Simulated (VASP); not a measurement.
# C (C2/m) in VASP: further runs

C is run at these levels: PBE+D3(BJ); tasks: single point.

Everything below comes from runs of VASP 6.6.1. Logs are shortened: lines on timing, memory, paths and dates and some standing lists are left out, and cuts for length are marked.

### 1 The cell of the first run

It takes space group C2/m (No. 12, monoclinic). Conventional cell: a = 4.269 Å, b = 2.465 Å, c = 3.650 Å, α = 90.00°, β = 112.95°, γ = 90.00°. C (site symmetry m) has 3 C at 1.41 to 1.45 Å within 1.9 Å.

### 2 Single point, PBE+D3(BJ) (atoms displaced along a vibrational mode)

File INCAR:

```
PREC = Accurate
ENCUT = 520
EDIFF = 1E-7
ISMEAR = 0
SIGMA = 0.05
LREAL = False
LASPH = True
NELM = 60
ALGO = Normal
ISIF = 2
LWAVE = False
LCHARG = False
GGA = PE
IVDW = 12
NBANDS = 11
```

File KPOINTS:

```
regular mesh
0
Gamma
  15 15 15
```

File POSCAR:

```
C
1.0
    1.2324809262      0.7115731945      3.3609366220
   -1.2324809262      0.7115731945      3.3609366220
    0.0000000000     -1.4231463891      3.3609366220
C
2
Direct
    0.1677584247      0.1677584247      0.1572183986
    0.8322415753      0.8322415753      0.8427816014
```

Potentials or basis: VASP PAW PBE potentials, release 64 (C).

On the command line:

```console
> cat potpaw_PBE.64/C/POTCAR > POTCAR
> mpirun -np 1 vasp_std > vasp.out
```

OUTCAR:

```text
PREC = Accurate
   ENCUT = 520
   EDIFF = 1E-7
   ISMEAR = 0
   LREAL = False
   LASPH = True
   NELM = 60
   ISIF = 2
   GGA = PE
   IVDW = 12
 IVDW          = 12

 ion  position               nearest neighbor table
   1  0.168  0.168  0.157-   2 1.41   2 1.41   2 1.45
   2  0.832  0.832  0.843-   1 1.41   1 1.41   1 1.45

  LATTYP: Found a trigonal (rhomboedric) cell.
 ALAT       =     3.6498274783
 COS(alpha) =     0.7719417768

  Lattice vectors:

 A1 = (   1.2324809262,   0.7115731945,   3.3609366220)
 A2 = (  -1.2324809262,   0.7115731945,   3.3609366220)
 A3 = (   0.0000000000,  -1.4231463891,   3.3609366220)

Analysis of symmetry for initial positions (statically):
=====================================================================
 Subroutine PRICEL returns:
 Original cell was already a primitive cell.

 Routine SETGRP: Setting up the symmetry group for a
 trigonal (rhombohedral) supercell.

 Subroutine GETGRP returns: Found  4 space group operations
 (whereof  4 operations were pure point group operations)
 out of a pool of 12 trial point group operations.

The static configuration has the point symmetry C_2h.

Analysis of symmetry for dynamics (positions and initial velocities):
=====================================================================
 Subroutine PRICEL returns:
 Original cell was already a primitive cell.

 Routine SETGRP: Setting up the symmetry group for a
 trigonal (rhombohedral) supercell.

 Subroutine GETGRP returns: Found  4 space group operations
 (whereof  4 operations were pure point group operations)
 out of a pool of 12 trial point group operations.

The dynamic configuration has the point symmetry C_2h.

 Subroutine INISYM returns: Found  4 space group operations
 (whereof  4 operations are pure point group operations),
 and found     1 'primitive' translations

----------------------------------------------------------------------------------------

                                     Primitive cell

  volume of cell :      17.6853

  direct lattice vectors                    reciprocal lattice vectors
     1.232480926  0.711573195  3.360936622     0.405685791  0.234222801  0.099178702
    -1.232480926  0.711573195  3.360936622    -0.405685791  0.234222801  0.099178702
     0.000000000 -1.423146389  3.360936622     0.000000000 -0.468445602  0.099178702

  length of vectors
     3.649827478  3.649827478  3.649827478     0.478829507  0.478829507  0.478829507

  position of ions in fractional coordinates (direct lattice)
     0.167758425  0.167758425  0.157218399
[... 88 lines left out ...]
   PSTRESS=    0.0 pullay stress
   NELECT =       8.0000    total number of electrons
   NUPDOWN=      -1.0000    fix difference up-down
   EMIN   =  10.00;   EMAX   =-10.00  energy-range for DOS
   EFERMI =   0.00;   METHOD = LEGACY
   ISMEAR =     0;   SIGMA  =   0.05  broadening in eV -4-tet -1-fermi 0-gaus
   EFERMI_NEDOS =   21; number of points for ismear=-14 and -15
   IALGO  =     38    algorithm
   IMIX   =      4    mixing-type and parameters
     AMIX     =   0.40;   BMIX     =  1.00
     AMIX_MAG =   1.60;   BMIX_MAG =  1.00
  volume/ion in A,a.u.               =       8.84        59.67
  Fermi-wavevector in a.u.,A,eV,Ry     =   1.256708  2.374834 21.487884  1.579315
  Thomas-Fermi vector in A             =   2.390403
   LORBIT       =      0    0 simple, 1 ext, 2 COOP (PROOUT), +10 PAW based schemes
   GGA     = PE    functional components
   LHFCALC =     F    Hartree Fock is set to
   AEXX    =    0.0000 exact exchange contribution
   IVDW    =    12    specifies the selected vdW correction
   LEPSILON=     F    determine dielectric tensor
   LRPA    =     F    only Hartree local field effects (RPA)
 non-spin polarized calculation
 Gauss-broadening in eV      SIGMA  =   0.05
  energy-cutoff  :      520.00
  volume of cell :       17.69
 maximum number of plane-waves:       490
   NGX = 13   NGY = 13   NGZ = 13

 number of electron       8.0000000 magnetization

 Free energy of the ion-electron system (eV)
  ---------------------------------------------------
  ext. energy  EPLUGINS =         0.00000000
  ---------------------------------------------------
  free energy    TOTEN  =       -18.38087806 eV

  energy without entropy =      -18.38087806  energy(sigma->0) =      -18.38087806

 E-fermi :   4.6430     XC(G=0): -10.3128

 val. band max:        4.4527647170   @ k =   0.2000  -0.1333  -0.4667
 cond. band min:       4.8446008214   @ k =   0.2000  -0.1333  -0.4667
 fundamental gap:      0.3918361044
 Fermi energy:         4.6429630145

 k-point     1 :       0.0000    0.0000    0.0000
  band No.  band energies     occupation
      1     -14.9848      2.00000
      2      -1.8874      2.00000
      3       1.2353      2.00000
      4       2.1423      2.00000
      5       8.8760      0.00000
      6      12.4342      0.00000
      7      13.6193      0.00000
      8      16.0627      0.00000
      9      17.3113      0.00000
     10      27.3789      0.00000
     11      30.3512      0.00000
[... 309 lines left out ...]
 k-point    24 :       0.2667    0.0667   -0.0000
  band No.  band energies     occupation
      1     -13.5859      2.00000
      2      -2.4106      2.00000
      3      -0.6090      2.00000
      4      -0.3431      2.00000
      5      10.8638      0.00000
      6      12.4174      0.00000
      7      13.3448      0.00000
      8      16.9889      0.00000
      9      20.0815      0.00000
     10      23.9197      0.00000
     11      28.0008      0.00000

 [... further k-points ...]

------------------------ aborting loop because EDIFF is reached ----------------------------------------

 Edisp (eV)   -0.31205

 E8    (eV) :    -0.0884

  FORCE on cell =-STRESS in cart. coord.  units (eV):
  Direction    XX          YY          ZZ          XY          YZ          ZX
  --------------------------------------------------------------------------------------
  -------------------------------------------------------------------------------------
  Total       0.48139    -0.19335    -0.05547     0.00000     0.07533     0.00000
  in kB      43.61129   -17.51639    -5.02501     0.00000     6.82464     0.00000
  external pressure =        7.02 kB  Pullay stress =        0.00 kB

 VOLUME and BASIS-vectors are now :
 -----------------------------------------------------------------------------
  energy-cutoff  :      520.00
  volume of cell :       17.69
      direct lattice vectors                 reciprocal lattice vectors
     1.232480926  0.711573195  3.360936622     0.405685791  0.234222801  0.099178702
    -1.232480926  0.711573195  3.360936622    -0.405685791  0.234222801  0.099178702
     0.000000000 -1.423146389  3.360936622     0.000000000 -0.468445602  0.099178702

 POSITION                                       TOTAL-FORCE (eV/Angst)
 -----------------------------------------------------------------------------------
      0.00000      0.01500      1.65605         0.000000     -1.556126      0.781084
      0.00000     -0.01500      8.42676         0.000000      1.556126     -0.781084
 -----------------------------------------------------------------------------------
    total drift:                               -0.000000      0.000000      0.000000

  FREE ENERGIE OF THE ION-ELECTRON SYSTEM (eV)
  ---------------------------------------------------
  free  energy   TOTEN  =       -18.6929319425 eV

  energy  without entropy=      -18.6929319425  energy(sigma->0) =      -18.69293194
```

Wall time 3.2 min (1 thread of Intel Xeon Platinum 8488C (Sapphire Rapids), shared host); peak memory 0.28 GiB.

What came out:

```yaml
Free_energy: -18.6929 eV
Pressure: 0.7 GPa
Largest_force: 1.741 eV/Å
Dispersion_energy_per_atom: -0.156 eV
```

Forces in eV/Å, atoms in the order of the input:
```
C    0.000 -1.556  0.781
C    0.000  1.556 -0.781
```

Caveat: the cell differs from its parent crystal (atoms displaced along a vibrational mode); forces of over 1 eV/Å act on the atoms, so gaps and moduli don't describe the material at rest.

### 3 Single point, PBE+D3(BJ) (atoms displaced along a vibrational mode)

File INCAR:

```
ALGO = Normal
EDIFF = 1E-6
ENCUT = 520
GGA = PE
ISIF = 2
ISMEAR = 0
IVDW = 12
LASPH = True
LCHARG = False
LREAL = False
LWAVE = False
NBANDS = 11
NELM = 60
PREC = Accurate
SIGMA = 0.05
```

File KPOINTS:

```
k-points
0
Gamma
  15 15 15
```

File POSCAR:

```
C
1.0
    1.2324809262      0.7115731945      3.3609366220
   -1.2324809262      0.7115731945      3.3609366220
    0.0000000000     -1.4231463891      3.3609366220
C
2
Direct
    0.1794861792      0.1794861792      0.1478661011
    0.8205138208      0.8205138208      0.8521338989
```

Potentials or basis: VASP PAW PBE potentials, release 64 (C).

On the command line:

```console
> cat potpaw_PBE.64/C/POTCAR > POTCAR
> mpirun -np 1 vasp_std > vasp.out
```

OUTCAR:

```text
EDIFF = 1E-6
   ENCUT = 520
   GGA = PE
   ISIF = 2
   ISMEAR = 0
   IVDW = 12
   LASPH = True
   LREAL = False
   NELM = 60
   PREC = Accurate
 IVDW          = 12

 ion  position               nearest neighbor table
   1  0.179  0.179  0.148-   2 1.38   2 1.38   2 1.51
   2  0.821  0.821  0.852-   1 1.38   1 1.38   1 1.51

  LATTYP: Found a trigonal (rhomboedric) cell.
 ALAT       =     3.6498274783
 COS(alpha) =     0.7719417768

  Lattice vectors:

 A1 = (   1.2324809262,   0.7115731945,   3.3609366220)
 A2 = (  -1.2324809262,   0.7115731945,   3.3609366220)
 A3 = (   0.0000000000,  -1.4231463891,   3.3609366220)

Analysis of symmetry for initial positions (statically):
=====================================================================
 Subroutine PRICEL returns:
 Original cell was already a primitive cell.

 Routine SETGRP: Setting up the symmetry group for a
 trigonal (rhombohedral) supercell.

 Subroutine GETGRP returns: Found  4 space group operations
 (whereof  4 operations were pure point group operations)
 out of a pool of 12 trial point group operations.

The static configuration has the point symmetry C_2h.

Analysis of symmetry for dynamics (positions and initial velocities):
=====================================================================
 Subroutine PRICEL returns:
 Original cell was already a primitive cell.

 Routine SETGRP: Setting up the symmetry group for a
 trigonal (rhombohedral) supercell.

 Subroutine GETGRP returns: Found  4 space group operations
 (whereof  4 operations were pure point group operations)
 out of a pool of 12 trial point group operations.

The dynamic configuration has the point symmetry C_2h.

 Subroutine INISYM returns: Found  4 space group operations
 (whereof  4 operations are pure point group operations),
 and found     1 'primitive' translations

[... 120 lines left out ...]
   LHFCALC =     F    Hartree Fock is set to
   AEXX    =    0.0000 exact exchange contribution
   IVDW    =    12    specifies the selected vdW correction
   LEPSILON=     F    determine dielectric tensor
   LRPA    =     F    only Hartree local field effects (RPA)
 non-spin polarized calculation
 Gauss-broadening in eV      SIGMA  =   0.05
  energy-cutoff  :      520.00
  volume of cell :       17.69
 maximum number of plane-waves:       490
   NGX = 13   NGY = 13   NGZ = 13

 number of electron       8.0000000 magnetization

 Free energy of the ion-electron system (eV)
  ---------------------------------------------------
  ext. energy  EPLUGINS =         0.00000000
  ---------------------------------------------------
  free energy    TOTEN  =       -18.20388626 eV

  energy without entropy =      -18.20388626  energy(sigma->0) =      -18.20388626

 E-fermi :   4.6374     XC(G=0): -10.3098

 val. band max:        4.3802217797   @ k =   0.2000  -0.1333  -0.4667
 cond. band min:       4.8496445246   @ k =   0.2000  -0.1333  -0.4667
 fundamental gap:      0.4694227449
 Fermi energy:         4.6373661540

 k-point     1 :       0.0000    0.0000    0.0000
  band No.  band energies     occupation
      1     -14.9971      2.00000
      2      -1.9175      2.00000
      3       0.3573      2.00000
      4       3.0977      2.00000
      5       8.8896      0.00000
      6      11.2653      0.00000
      7      14.8312      0.00000
      8      16.1216      0.00000
      9      17.3404      0.00000
     10      27.3270      0.00000
     11      30.0177      0.00000
[... 309 lines left out ...]
 k-point    24 :       0.2667    0.0667   -0.0000
  band No.  band energies     occupation
      1     -13.6046      2.00000
      2      -2.7721      2.00000
      3      -0.6446      2.00000
      4       0.0516      2.00000
      5      10.9477      0.00000
      6      12.3437      0.00000
      7      12.8578      0.00000
      8      17.3585      0.00000
      9      20.3158      0.00000
     10      23.5482      0.00000
     11      27.8434      0.00000

 [... further k-points ...]

------------------------ aborting loop because EDIFF is reached ----------------------------------------

 Edisp (eV)   -0.31230

 E8    (eV) :    -0.0885

  FORCE on cell =-STRESS in cart. coord.  units (eV):
  Direction    XX          YY          ZZ          XY          YZ          ZX
  --------------------------------------------------------------------------------------
  -------------------------------------------------------------------------------------
  Total       1.55297    -0.34195    -0.02029     0.00000    -0.19656     0.00000
  in kB     140.68924   -30.97837    -1.83783     0.00000   -17.80716     0.00000
  external pressure =       35.96 kB  Pullay stress =        0.00 kB

 VOLUME and BASIS-vectors are now :
 -----------------------------------------------------------------------------
  energy-cutoff  :      520.00
  volume of cell :       17.69
      direct lattice vectors                 reciprocal lattice vectors
     1.232480926  0.711573195  3.360936622     0.405685791  0.234222801  0.099178702
    -1.232480926  0.711573195  3.360936622    -0.405685791  0.234222801  0.099178702
     0.000000000 -1.423146389  3.360936622     0.000000000 -0.468445602  0.099178702

 POSITION                                       TOTAL-FORCE (eV/Angst)
 -----------------------------------------------------------------------------------
      0.00000      0.04500      1.70345         0.000000     -4.285152     -0.737128
      0.00000     -0.04500      8.37936         0.000000      4.285152      0.737128
 -----------------------------------------------------------------------------------
    total drift:                                0.000000     -0.000000     -0.000000

  FREE ENERGIE OF THE ION-ELECTRON SYSTEM (eV)
  ---------------------------------------------------
  free  energy   TOTEN  =       -18.5161907190 eV

  energy  without entropy=      -18.5161907190  energy(sigma->0) =      -18.51619072
```

stdout:

```text
POSCAR found type information on POSCAR C
 POSCAR found :  1 types and       2 ions
 scaLAPACK will be used
 LDA part: xc-table for (Slater+PW92), standard interpolation
 POSCAR, INCAR and KPOINTS ok, starting setup
 FFT: planning ... GRIDC
 FFT: planning ... GRID_SOFT
 FFT: planning ... GRID
 WAVECAR not read
 entering main loop
```

It took 2.4 min on 1 thread of Intel Xeon Platinum 8488C (Sapphire Rapids), shared host; peak memory 0.28 GiB.

What came out:

| Item | Value |
| --- | --- |
| Free energy | -18.5162 eV |
| Pressure | 3.6 GPa |
| Largest force | 4.348 eV/Å |
| Dispersion energy per atom | -0.156 eV |

Forces in eV/Å, atoms in the order of the input:
```
C    0.000 -4.285 -0.737
C    0.000  4.285  0.737
```

Stress tensor (GPa, compression positive):
```
14.07  0.00  0.00
 0.00 -3.10 -1.78
 0.00 -1.78 -0.18
```

Caveat: the cell differs from its parent crystal (atoms displaced along a vibrational mode); the cell stands under pressure; forces of over 1 eV/Å act on the atoms, so gaps and moduli don't describe the material at rest.
